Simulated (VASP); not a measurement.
Here is a VASP 6.6.1 calculation.

Contents of INCAR:

```
SYSTEM = AlNi
ALGO = Normal
EDIFF = 1E-6
ENCUT = 520
GGA = PS
ISIF = 2
ISMEAR = -1
LASPH = .TRUE.
LCHARG = .FALSE.
LREAL = .FALSE.
LWAVE = .FALSE.
NBANDS = 14
NELM = 60
PREC = Accurate
SIGMA = 0.05
```

The input KPOINTS:

```
k-points
0
G
  16 16 16
  0 0 0
```

POSCAR

```
AlNi
1.0
    2.8619580813      0.0000000000      0.0000000000
    0.0000000000      2.8619580813      0.0000000000
    0.0000000000      0.0000000000      2.8619580813
Al Ni
1 1
Direct
    0.0000000000      0.0000000000      0.0000000000
    0.5000000000      0.5000000000      0.5000000000
```

Potentials or basis: VASP PAW PBE potentials, release 64 (Al, Ni).

Launch:

```bash
$ cat potpaw_PBE.64/Al/POTCAR potpaw_PBE.64/Ni/POTCAR > POTCAR
$ mpirun -np 1 vasp_std > vasp.out
```

**Question.** What does it give for the band gap on the k mesh?

**Answer.** Zero (an odd number of electrons rules out a gap without spin polarisation).

**Question.** Predict the pressure.

**Answer.** 0.2 GPa.

Caveat: the PAW data sets were made with another functional, which shifts forces and pressure a little. Spin polarisation is off, so any magnetic state and its effect on volume and gap are missing.
